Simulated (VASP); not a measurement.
A run of VASP 6.6.1 is set up as follows.

Contents of INCAR:

```
ALGO = Normal
EDIFF = 1E-6
ENCUT = 500
GGA = PS
GGA_COMPAT = F
ISIF = 2
ISMEAR = 0
IVDW = 12
LASPH = T
LCHARG = T
LELF = T
LREAL = F
LVHAR = T
LWAVE = F
NBANDS = 8
NELM = 120
PREC = Accurate
SIGMA = 0.1
```

KPOINTS

```
k-points
0
Gamma
  20 20 20
```

Contents of POSCAR:

```
P
1.0
    2.3934830994      0.0000000000      0.0000000000
    0.0000000000      2.3934830994      0.0000000000
    0.0000000000      0.0000000000      2.3934830994
P
1
Direct
    0.0000000000      0.0000000000      0.0000000000
```

Potentials or basis: VASP PAW PBE potentials, release 64 (P).

Command:

```bash
$ cat potpaw_PBE.64/P/POTCAR > POTCAR
$ mpirun -np 1 vasp_std > vasp.out
```

Estimate the pressure.

0.1 GPa.

Predict the dispersion energy per atom.

-0.413 eV.

Caveat: the PAW data sets were made with another functional, which shifts forces and pressure a little; pairwise dispersion overbinds metals, which lowers pressure and volume.
